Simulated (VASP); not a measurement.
# BN (Pm) in VASP: further runs, part 2 of 2

VASP 6.6.1. Earlier steps stand in the parts before.

## 3. Single point, PBE+D3(BJ) (all N atoms moved +0.050 Å, as atom 3 along Cartesian [1 1 0])

Contents of INCAR:

```
SYSTEM = BN
PREC = Accurate ; ENCUT = 520
EDIFF = 1E-6 ; ISMEAR = 0
SIGMA = 0.05 ; LREAL = .False.
LASPH = .True. ; NELM = 80
ALGO = Normal ; ISIF = 2
LWAVE = .False. ; LCHARG = .False.
GGA = PE ; IVDW = 12
NBANDS = 16
```

Contents of KPOINTS:

```
Automatic mesh
0
Gamma
  12 12 4
  0 0 0
```

Contents of POSCAR:

```
BN
1.0
    2.5099983704      0.0000000000      0.0000000000
   -1.2549991852      2.1737223522      0.0000000000
    0.0000000000      0.0000000000      6.6900000000
B N
2 2
Direct
    0.0000000000      0.0000000000      0.5000000000
    0.3333333333      0.6666666667      0.0000000000
    0.0222182429      0.0162648827      0.0000000000
    0.6888849096      0.3495982160      0.5000000000
```

Potentials or basis: VASP PAW PBE potentials, release 64 (B, N).

The run is started by

```bash
> cat potpaw_PBE.64/B/POTCAR potpaw_PBE.64/N/POTCAR > POTCAR
> mpirun -np 1 vasp_std > vasp.out
```

It took 54 s on 1 thread of Intel Xeon 6975P-C (Granite Rapids), shared host; peak memory 0.24 GiB.

Results (log left out):

* Free energy: -35.6203 eV
* Pressure: -0.2 GPa
* Largest force: 1.930 eV/Å
* Band gap on the k mesh: 4.13 eV, indirect (least direct gap 4.49 eV)
* Dispersion energy per atom: -0.139 eV

Forces in eV/Å, atoms in the order of the input:
```
B    1.279  1.436  0.000
B    1.281  1.439  0.000
N   -1.284 -1.441  0.000
N   -1.277 -1.434  0.000
```

Stress tensor (GPa, compression positive):
```
-3.88 -3.41  0.00
-3.41  3.67  0.00
 0.00  0.00 -0.53
```

Levels at points of the mesh, in eV from the valence-band top:
```tsv
k point	band 5	band 6	band 7	band 8	band 9	band 10	band 11	band 12
(0.00, 0.00, 0.00)	-1.98	-1.88	-0.83	-0.73	5.16	10.12	10.65	10.80
(0.50, 0.00, 0.00)	-4.49	-4.38	-1.46	-0.86	4.74	5.85	9.49	9.58
(0.00, 0.50, 0.00)	-3.97	-3.86	-1.16	-0.58	4.13	5.21	9.59	9.67
(0.50, 0.50, 0.00)	-4.08	-3.97	-1.24	-0.65	4.29	5.37	9.51	9.59
(0.00, 0.00, 0.50)	-1.98	-1.89	-0.83	-0.73	7.45	7.48	10.70	10.79
(0.50, 0.00, 0.50)	-4.49	-4.39	-1.17	-1.08	5.01	5.07	9.70	9.78
(0.00, 0.50, 0.50)	-3.96	-3.87	-0.86	-0.77	4.39	4.45	9.78	9.86
(0.50, 0.50, 0.50)	-4.07	-3.98	-0.95	-0.85	4.55	4.61	9.70	9.77
```

Caveat: the cell differs from its parent crystal (all N atoms moved +0.050 Å, as atom 3 along Cartesian [1 1 0]); forces of over 1 eV/Å act on the atoms, so gaps and moduli don't describe the material at rest.

## 4. Single point, PBE+D3(BJ) (all N atoms moved +0.100 Å, as atom 3 along Cartesian [1 1 0])

Contents of INCAR:

```
SYSTEM = BN
  PREC = Accurate
  ENCUT = 520
  EDIFF = 1E-6
  ISMEAR = 0
  SIGMA = 0.05
  LREAL = .FALSE.
  LASPH = .TRUE.
  NELM = 60
  ALGO = Normal
  ISIF = 2
  LWAVE = .FALSE.
  LCHARG = .FALSE.
  GGA = PE
  IVDW = 12
  NBANDS = 16
```

Contents of KPOINTS:

```
regular mesh
0
G
  12 12 4
  0 0 0
```

Edit POSCAR of step 3 so:

```diff
@@ -10,3 +10,3 @@
     0.3333333333      0.6666666667      0.0000000000
-    0.0222182429      0.0162648827      0.0000000000
-    0.6888849096      0.3495982160      0.5000000000
+    0.0444364859      0.0325297654      0.0000000000
+    0.7111031526      0.3658630987      0.5000000000
```

Potentials or basis: VASP PAW PBE potentials, release 64 (B, N).

The run is started by

```bash
> cat potpaw_PBE.64/B/POTCAR potpaw_PBE.64/N/POTCAR > POTCAR
> mpirun -np 1 vasp_std > vasp.out
```

OUTCAR:

```text
SYSTEM = BN
   PREC = Accurate
   ENCUT = 520
   EDIFF = 1E-6
   ISMEAR = 0
   LREAL = .FALSE.
   LASPH = .TRUE.
   NELM = 60
   ISIF = 2
   GGA = PE
   IVDW = 12
 IVDW          = 12

 ion  position               nearest neighbor table
   1  0.000  0.000  0.500-   4 1.38   4 1.43   4 1.55
   2  0.333  0.667  0.000-   3 1.38   3 1.43   3 1.55
   3  0.044  0.033  0.000-   2 1.38   2 1.43   2 1.55
   4  0.711  0.366  0.500-   1 1.38   1 1.43   1 1.55

  LATTYP: Found a hexagonal cell.
 ALAT       =     2.5099983704
 C/A-ratio  =     2.6653403759
[... 657 lines left out ...]
  Direction    XX          YY          ZZ          XY          YZ          ZX
  --------------------------------------------------------------------------------------
  -------------------------------------------------------------------------------------
  Total      -0.94352     2.61843    -0.12218    -1.44911     0.00000     0.00000
  in kB     -41.41519   114.93390    -5.36295   -63.60762     0.00000     0.00000
  external pressure =       22.72 kB  Pullay stress =        0.00 kB

 VOLUME and BASIS-vectors are now :
 -----------------------------------------------------------------------------
  energy-cutoff  :      520.00
  volume of cell :       36.50
      direct lattice vectors                 reciprocal lattice vectors
     2.509998370  0.000000000  0.000000000     0.398406633  0.230020177  0.000000000
    -1.254999185  2.173722352  0.000000000     0.000000000  0.460040354  0.000000000
     0.000000000  0.000000000  6.690000000     0.000000000  0.000000000  0.149476831

 POSITION                                       TOTAL-FORCE (eV/Angst)
 -----------------------------------------------------------------------------------
      0.00000      0.00000      3.34500         2.249821      2.884022      0.000000
     -0.00000      1.44915      0.00000         2.252087      2.890461      0.000000
      0.07071      0.07071      0.00000        -2.256240     -2.894347      0.000000
      1.32571      0.79528      3.34500        -2.245668     -2.880135      0.000000
 -----------------------------------------------------------------------------------
    total drift:                               -0.000045     -0.000200     -0.000000

  FREE ENERGIE OF THE ION-ELECTRON SYSTEM (eV)
  ---------------------------------------------------
  free  energy   TOTEN  =       -35.3407843816 eV

  energy  without entropy=      -35.3407843816  energy(sigma->0) =      -35.34078438
```

It took 73 s on 1 thread of Intel Xeon 6975P-C (Granite Rapids), shared host; peak memory 0.23 GiB.

Results:

| Property | Result |
| --- | --- |
| Free energy | -35.3408 eV |
| Pressure | 2.3 GPa |
| Largest force | 3.670 eV/Å |
| Band gap on the k mesh | 3.92 eV, indirect (least direct gap 4.31 eV) |
| Dispersion energy per atom | -0.139 eV |

Forces in eV/Å, atoms in the order of the input:
```
B    2.250  2.884  0.000
B    2.252  2.890  0.000
N   -2.256 -2.894  0.000
N   -2.246 -2.880  0.000
```

Stress tensor (GPa, compression positive):
```
-4.14 -6.36  0.00
-6.36 11.49  0.00
 0.00  0.00 -0.54
```

Caveat: the cell differs from its parent crystal (all N atoms moved +0.100 Å, as atom 3 along Cartesian [1 1 0]); forces of over 1 eV/Å act on the atoms, so gaps and moduli don't describe the material at rest. A k mesh can miss the band edges.

## 5. Single point, PBE+D3(BJ) (all N atoms moved -0.050 Å, as atom 3 along Cartesian [1 1 0])

Contents of INCAR:

```
PREC = Accurate ; ENCUT = 520
EDIFF = 1E-6 ; ISMEAR = 0
SIGMA = 0.05 ; LREAL = F
LASPH = T ; NELM = 100
ALGO = Normal ; ISIF = 2
LWAVE = F ; LCHARG = T
GGA = PE ; IVDW = 12
LELF = T ; LVHAR = T
NBANDS = 16
```

Contents of KPOINTS:

```
Automatic mesh
0
Gamma
  12 12 4
```

Edit POSCAR of step 4 so:

```diff
@@ -10,3 +10,3 @@
     0.3333333333      0.6666666667      0.0000000000
-    0.0444364859      0.0325297654      0.0000000000
-    0.7111031526      0.3658630987      0.5000000000
+   -0.0222182429     -0.0162648827      0.0000000000
+    0.6444484237      0.3170684506      0.5000000000
```

The run is started by

```bash
> cat potpaw_PBE.64/B/POTCAR potpaw_PBE.64/N/POTCAR > POTCAR
> mpirun -np 1 vasp_std > vasp.out
```

Run time: 65 s. Hardware: 1 thread of Intel Xeon 6975P-C (Granite Rapids), shared host; peak memory 0.23 GiB.

Results (log left out):

| Item | Value |
| --- | --- |
| Free energy | -35.6129 eV |
| Pressure | -0.2 GPa |
| Largest force | 2.153 eV/Å |
| Band gap on the k mesh | 4.04 eV, indirect (least direct gap 4.45 eV) |
| Dispersion energy per atom | -0.139 eV |

Forces on the atoms (eV/Å):
```
B   -1.593 -1.436  0.000
B   -1.597 -1.440  0.000
N    1.599  1.442  0.000
N    1.591  1.434  0.000
```

Stress tensor (GPa, compression positive):
```
 3.79  4.15  0.00
 4.15 -3.78  0.00
 0.00  0.00 -0.53
```

Levels at points of the mesh, in eV from the valence-band top:
```csv
k point,band 4,band 5,band 6,band 7,band 8,band 9,band 10,band 11,band 12,band 13
"(0.00, 0.00, 0.00)",-4.14,-1.97,-1.87,-0.84,-0.74,5.16,10.12,10.70,10.81,11.84
"(0.50, 0.00, 0.00)",-8.89,-3.91,-3.80,-1.11,-0.53,4.04,5.12,9.66,9.74,12.65
"(0.00, 0.50, 0.00)",-8.72,-4.39,-4.28,-1.42,-0.82,4.65,5.75,9.47,9.56,12.78
"(0.50, 0.50, 0.00)",-8.77,-4.23,-4.12,-1.34,-0.74,4.48,5.57,9.47,9.55,12.74
"(0.00, 0.00, 0.50)",-5.23,-1.97,-1.87,-0.84,-0.74,7.45,7.48,10.71,10.80,12.18
"(0.50, 0.00, 0.50)",-8.93,-3.91,-3.81,-0.82,-0.72,4.30,4.37,9.85,9.93,13.46
"(0.00, 0.50, 0.50)",-8.76,-4.38,-4.29,-1.12,-1.03,4.91,4.97,9.67,9.75,13.50
"(0.50, 0.50, 0.50)",-8.82,-4.23,-4.13,-1.04,-0.95,4.75,4.80,9.66,9.74,13.49
```

Caveat: the cell differs from its parent crystal (all N atoms moved -0.050 Å, as atom 3 along Cartesian [1 1 0]); forces of over 1 eV/Å act on the atoms, so gaps and moduli don't describe the material at rest. A k mesh can miss the band edges.
